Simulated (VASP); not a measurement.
# Nb (Fm-3m) in VASP: single point with PBE

Aim: the single point of Nb with PBE.

All numbers are computed with VASP 6.6.1; they aren't measurements. Logs are shortened: lines on timing, memory, paths and dates and some standing lists are left out, and cuts for length are marked.

## (1) The cell of the first run

The structure is cubic, space group Fm-3m (No. 225). The conventional cell has a = 4.213 Å, b = 4.213 Å, c = 4.213 Å, α = 90.00°, β = 90.00°, γ = 90.00°. Within 3.9 Å of Nb (site symmetry m-3m) lie 12 Nb at 2.98 Å.

## (2) Single point, PBE

File INCAR:

```
PREC     = Accurate       # precision mode
ENCUT    = 500            # plane-wave cutoff, eV
EDIFF    = 1E-6           # SCF threshold, eV
ISMEAR   = -1             # smearing method
SIGMA    = 0.1            # smearing width, eV
LREAL    = F              # projectors in reciprocal space
LASPH    = T              # aspherical terms in the spheres
NELM     = 120            # most SCF steps
ALGO     = Normal         # electronic algorithm
ISIF     = 2              # what is computed and relaxed
LWAVE    = F              # write WAVECAR
LCHARG   = F              # write CHGCAR
GGA      = PE             # functional
NBANDS   = 12             # bands
GGA_COMPAT= F
```

File KPOINTS:

```
regular mesh
0
Gamma
  14 14 14
```

File POSCAR:

```
Nb
1.0
    0.0000000000      2.1063870000      2.1063870000
    2.1063870000      0.0000000000      2.1063870000
    2.1063870000      2.1063870000      0.0000000000
Nb
1
Direct
    0.0000000000      0.0000000000      0.0000000000
```

Potentials or basis: VASP PAW PBE potentials, release 64 (Nb_sv).

Command:

```console
cat potpaw_PBE.64/Nb_sv/POTCAR > POTCAR
mpirun -np 1 vasp_std > vasp.out
```

OUTCAR:

```text
PREC = Accurate
   ENCUT = 500
   EDIFF = 1E-6
   ISMEAR = -1
   LREAL = F
   LASPH = T
   NELM = 120
   ISIF = 2
   GGA = PE

 ion  position               nearest neighbor table
   1  0.000  0.000  0.000-

  LATTYP: Found a face centered cubic cell.
 ALAT       =     4.2127740000

  Lattice vectors:

 A1 = (   0.0000000000,   2.1063870000,   2.1063870000)
 A2 = (   2.1063870000,   0.0000000000,   2.1063870000)
 A3 = (   2.1063870000,   2.1063870000,   0.0000000000)

Analysis of symmetry for initial positions (statically):
=====================================================================
 Subroutine PRICEL returns:
 Original cell was already a primitive cell.

 Routine SETGRP: Setting up the symmetry group for a
 face centered cubic supercell.

 Subroutine GETGRP returns: Found 48 space group operations
[... 9 lines left out ...]

 Routine SETGRP: Setting up the symmetry group for a
 face centered cubic supercell.

 Subroutine GETGRP returns: Found 48 space group operations
[... 11 lines left out ...]
                                     Primitive cell

  volume of cell :      18.6915

  direct lattice vectors                    reciprocal lattice vectors
     0.000000000  2.106387000  2.106387000    -0.237373284  0.237373284  0.237373284
     2.106387000  0.000000000  2.106387000     0.237373284 -0.237373284  0.237373284
     2.106387000  2.106387000  0.000000000     0.237373284  0.237373284 -0.237373284

  length of vectors
     2.978881063  2.978881063  2.978881063     0.411142589  0.411142589  0.411142589

  position of ions in fractional coordinates (direct lattice)
     0.000000000  0.000000000  0.000000000

  ion indices of the primitive-cell ions
   primitive index   ion index
                 1           1

----------------------------------------------------------------------------------------

 KPOINTS: regular mesh

Automatic generation of k-mesh.
 Grid dimensions read from file:
 generate k-points for:   14   14   14

 Generating k-lattice:

  Cartesian coordinates                     Fractional coordinates (reciprocal lattice)
    -0.016955235  0.016955235  0.016955235     0.071428571  0.000000000  0.000000000
     0.016955235 -0.016955235  0.016955235     0.000000000  0.071428571  0.000000000
     0.016955235  0.016955235 -0.016955235     0.000000000  0.000000000  0.071428571

  Length of vectors
     0.029367328  0.029367328  0.029367328

  Shift w.r.t. Gamma in fractional coordinates (k-lattice)
     0.000000000  0.000000000  0.000000000

 Subroutine IBZKPT returns following result:
 ===========================================

 Found    104 irreducible k-points:

 Following reciprocal coordinates:
            Coordinates               Weight
  0.000000  0.000000  0.000000      1.000000
  0.071429  0.000000  0.000000      8.000000
  0.142857  0.000000  0.000000      8.000000
  0.214286  0.000000  0.000000      8.000000
  0.285714  0.000000  0.000000      8.000000
  0.357143  0.000000  0.000000      8.000000
[... 16 lines left out ...]
  0.214286  0.142857  0.000000     24.000000
  0.285714  0.142857  0.000000     24.000000
 [... further k-points ...]
   k-points           NKPTS =    104   k-points in BZ     NKDIM =    104   number of bands    NBANDS=     12
   number of dos      NEDOS =    301   number of ions     NIONS =      1
   total plane-waves  NPLWV =  13824
   dimension x,y,z NGX =    24 NGY =   24 NGZ =   24
   dimension x,y,z NGXF=    48 NGYF=   48 NGZF=   48
   ions per type =               1
   NGX,Y,Z   is equivalent  to a cutoff of  13.39, 13.39, 13.39 a.u.
   NGXF,Y,Z  is equivalent  to a cutoff of  26.79, 26.79, 26.79 a.u.
 SYSTEM =  unknown system
   PREC   = accura    normal or accurate (medium, high low for compatibility)
   ISTART =      0    job   : 0-new  1-cont  2-samecut
   ICHARG =      2    charge: 1-file 2-atom 10-const
   ISPIN  =      1    spin polarized calculation?
   LNONCOLLINEAR =      F non collinear calculations
   LSORBIT =      F    spin-orbit coupling
   LASPH  =      T    aspherical Exc in radial PAW
   ENCUT  =  500.0 eV  36.75 Ry    6.06 a.u.   5.43  5.43  5.43*2*pi/ulx,y,z
   NELM   =    120;   NELMIN=  2; NELMDL= -5     # of ELM steps
   EDIFF  = 0.1E-05   stopping-criterion for ELM
   LREAL  =      F    real-space projection
   EDIFFG = 0.1E-04   stopping-criterion for IOM
   NSW    =      0    number of steps for IOM
   IBRION =     -1    ionic relax: 0-MD 1-quasi-New 2-CG
   NFREE  =      0    steps in history (QN), initial steepest desc. (CG)
   ISIF   =      2    stress and relaxation
   ISYM   =      2    0-nonsym 1-usesym 2-fastsym
   POTIM  = 0.5000    time-step for ionic-motion
   TEBEG  =    0.0;   TEEND  =   0.0 temperature during run
   PSTRESS=    0.0 pullay stress
   NELECT =      13.0000    total number of electrons
   NUPDOWN=      -1.0000    fix difference up-down
   EMIN   =  10.00;   EMAX   =-10.00  energy-range for DOS
   EFERMI =   0.00;   METHOD = LEGACY
   ISMEAR =    -1;   SIGMA  =   0.10  broadening in eV -4-tet -1-fermi 0-gaus
   EFERMI_NEDOS =   21; number of points for ismear=-14 and -15
   IALGO  =     38    algorithm
   IMIX   =      4    mixing-type and parameters
     AMIX     =   0.40;   BMIX     =  1.00
     AMIX_MAG =   1.60;   BMIX_MAG =  1.00
  volume/ion in A,a.u.               =      18.69       126.14
  Fermi-wavevector in a.u.,A,eV,Ry     =   1.450467  2.740985 28.624669  2.103854
  Thomas-Fermi vector in A             =   2.568075
   LORBIT       =      0    0 simple, 1 ext, 2 COOP (PROOUT), +10 PAW based schemes
   GGA     = PE    functional components
   LHFCALC =     F    Hartree Fock is set to
   AEXX    =    0.0000 exact exchange contribution
   IVDW    =     0    specifies the selected vdW correction
   LEPSILON=     F    determine dielectric tensor
   LRPA    =     F    only Hartree local field effects (RPA)
 non-spin polarized calculation
  energy-cutoff  :      500.00
  volume of cell :       18.69
 maximum number of plane-waves:       495
 NGX is ok and might be reduce to    24
   NGX = 11   NGY = 11   NGZ = 11

 number of electron      13.0000001 magnetization

 Free energy of the ion-electron system (eV)
  ---------------------------------------------------
  ext. energy  EPLUGINS =         0.00000000
  ---------------------------------------------------
  free energy    TOTEN  =        -9.91909017 eV

  energy without entropy =       -9.86872514  energy(sigma->0) =       -9.89390765

 E-fermi :  11.0316     XC(G=0): -12.3121

 val. band max:       11.0172176989   @ k =  -0.3571   0.1429   0.0000
 cond. band min:      11.0389274134   @ k =  -0.4286   0.2143   0.0000
 fundamental gap:      0.0217097145
 Fermi energy:        11.0315534478

 k-point     1 :       0.0000    0.0000    0.0000
  band No.  band energies     occupation
      1     -43.7607      2.00000
      2     -19.1412      2.00000
      3     -19.1412      2.00000
      4     -19.1412      2.00000
      5       4.7878      2.00000
      6      11.1269      0.55648
      7      11.1269      0.55648
      8      11.1269      0.55648
      9      13.7361      0.00000
     10      13.7361      0.00000
     11      22.8465      0.00000
     12      27.6429      0.00000

 k-point     2 :       0.0714    0.0000    0.0000
  band No.  band energies     occupation
      1     -43.7512      2.00000
      2     -19.2048      2.00000
      3     -19.1491      2.00000
      4     -19.1491      2.00000
      5       4.9780      2.00000
      6      10.9787      1.25807
      7      11.2138      0.27832
      8      11.2138      0.27832
      9      13.6582      0.00000
     10      13.6582      0.00000
     11      23.2291      0.00000
     12      26.8561      0.00000

 k-point     3 :       0.1429    0.0000    0.0000
  band No.  band energies     occupation
      1     -43.7243      2.00000
      2     -19.3805      2.00000
      3     -19.1710      2.00000
      4     -19.1710      2.00000
      5       5.5093      2.00000
      6      10.6376      1.96182
      7      11.4149      0.04235
      8      11.4149      0.04235
      9      13.5235      0.00000
     10      13.5235      0.00000
     11      24.1442      0.00000
     12      25.5788      0.00000

 k-point     4 :       0.2143    0.0000    0.0000
  band No.  band energies     occupation
      1     -43.6853      2.00000
      2     -19.6283      2.00000
      3     -19.2025      2.00000
      4     -19.2025      2.00000
      5       6.2392      2.00000
      6      10.3503      1.99780
      7      11.5310      0.01346
      8      11.5310      0.01346
      9      13.6035      0.00000
     10      13.6035      0.00000
     11      23.8485      0.00000
     12      25.8230      0.00000

 k-point     5 :       0.2857    0.0000    0.0000
  band No.  band energies     occupation
      1     -43.6415      2.00000
      2     -19.8955      2.00000
      3     -19.2372      2.00000
      4     -19.2372      2.00000
      5       6.8795      2.00000
      6      10.4442      1.99439
      7      11.4114      0.04385
      8      11.4114      0.04385
      9      14.0880      0.00000
     10      14.0880      0.00000
     11      22.8367      0.00000
     12      26.1283      0.00000
[... 228 lines left out ...]
      1     -43.7359      2.00000
      2     -19.2919      2.00000
      3     -19.1855      2.00000
      4     -19.1515      2.00000
      5       5.2839      2.00000
      6      10.7374      1.89972
      7      11.3393      0.08807
      8      11.3792      0.05999
      9      13.3627      0.00000
     10      13.7506      0.00000
     11      23.8212      0.00000
     12      26.2162      0.00000

 k-point    22 :       0.1429    0.1429    0.0000
  band No.  band energies     occupation
      1     -43.7122      2.00000
      2     -19.3733      2.00000
      3     -19.2236      2.00000
      4     -19.2236      2.00000
      5       5.7489      2.00000
      6      10.2337      1.99931
      7      11.7294      0.00186
      8      11.7294      0.00186
      9      12.6842      0.00000
     10      14.0512      0.00000
     11      24.7605      0.00000
     12      26.5796      0.00000

 k-point    23 :       0.2143    0.1429    0.0000
  band No.  band energies     occupation
      1     -43.6831      2.00000
      2     -19.5338      2.00000
      3     -19.2641      2.00000
      4     -19.2544      2.00000
      5       6.3130      2.00000
      6       9.8703      1.99998
      7      11.7816      0.00110
      8      12.0109      0.00011
      9      12.5952      0.00000
     10      14.2223      0.00000
     11      25.6337      0.00000
     12      26.0025      0.00000

 k-point    24 :       0.2857    0.1429    0.0000
  band No.  band energies     occupation
      1     -43.6450      2.00000
      2     -19.7526      2.00000
      3     -19.3036      2.00000
      4     -19.2916      2.00000
      5       7.0066      2.00000
      6       9.6425      2.00000
      7      11.3099      0.11644
      8      12.1112      0.00004
      9      13.3110      0.00000
     10      14.5831      0.00000
     11      24.6376      0.00000
     12      26.8471      0.00000

 [... further k-points ...]
[... 5 lines left out ...]
  --------------------------------------------------------------------------------------
  -------------------------------------------------------------------------------------
  Total        0.0407462      0.0407462      0.0407462      0.0000000     -0.0000000      0.0000000
  in kB        3.4926322      3.4926322      3.4926322      0.0000000     -0.0000000      0.0000000
  external PRESSURE =       3.4926322 kB  Pullay stress =       0.0000000 kB

 VOLUME and BASIS-vectors are now :
 -----------------------------------------------------------------------------
  energy-cutoff  :      500.00
  volume of cell :       18.69
      direct lattice vectors                 reciprocal lattice vectors
     0.000000000  2.106387000  2.106387000    -0.237373284  0.237373284  0.237373284
     2.106387000  0.000000000  2.106387000     0.237373284 -0.237373284  0.237373284
     2.106387000  2.106387000  0.000000000     0.237373284  0.237373284 -0.237373284

 POSITION                                       TOTAL-FORCE (eV/Angst)
 -----------------------------------------------------------------------------------
      0.00000      0.00000      0.00000        -0.000000      0.000000     -0.000000
 -----------------------------------------------------------------------------------
    total drift:                                0.000000      0.000000     -0.000000

  FREE ENERGIE OF THE ION-ELECTRON SYSTEM (eV)
  ---------------------------------------------------
  free  energy   TOTEN  =        -9.9190901673 eV

  energy  without entropy=       -9.8687251381  energy(sigma->0) =       -9.89390765
```

Run time: 7.4 s. Hardware: 1 thread of Intel Xeon 6975P-C (Granite Rapids), shared host; peak memory 0.15 GiB.

Results:

```
Free energy : -9.9191 eV
Pressure    : 0.3 GPa
```

Levels at points of the mesh, in eV from the Fermi level:
| k point | band 3 | band 4 | band 5 | band 6 | band 7 | band 8 | band 9 | band 10 |
| --- | --- | --- | --- | --- | --- | --- | --- | --- |
| (0.00, 0.00, 0.00) | -30.17 | -30.17 | -6.24 | 0.10 | 0.10 | 0.10 | 2.70 | 2.70 |
| (0.50, 0.00, 0.00) | -30.33 | -30.33 | -3.86 | -0.09 | -0.09 | 1.37 | 4.68 | 4.68 |
| (0.50, 0.50, 0.00) | -30.60 | -30.60 | -4.08 | -3.34 | 3.60 | 4.66 | 5.24 | 5.24 |
